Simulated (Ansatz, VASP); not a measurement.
# Al: VASP beside Ansatz

```
Al
1.0
     1.41782   -2.45758    0.00000
     1.41782    2.45758    0.00000
     0.00000    0.00000    4.59281
Al
2
Direct
  0.83331 0.16669 0.25000
  0.16669 0.83331 0.75000
```

Alike in both runs: functional r2SCAN; k mesh 12 × 12 × 10; occupations gaussian, width 0.1 eV; no spin polarisation.

Ansatz relaxed the structure, and its values are those at the end. VASP's run is a single point on that final structure, the one shown.

|  | VASP | Ansatz |
| --- | --- | --- |
| version | VASP 6.6.1 | Ansatz 0.2.0 |
| potentials or method | VASP PAW PBE potentials, release 64 (Al), cutoff 520 eV | scalar-relativistic, plane waves, PAW |
| valence electrons in the cell | 6 | 6 |

Ansatz gave:

- gap on the k mesh at the Fermi level (eV): none
- pressure (GPa): 0.0

Task: Which values does VASP return?

Result: gap on the k mesh at the Fermi level (eV): none; pressure (GPa): -0.3.

VASP's potentials were made for PBE, not for r2SCAN. A gap of «none» marks a metal or a gap that the smearing closes.
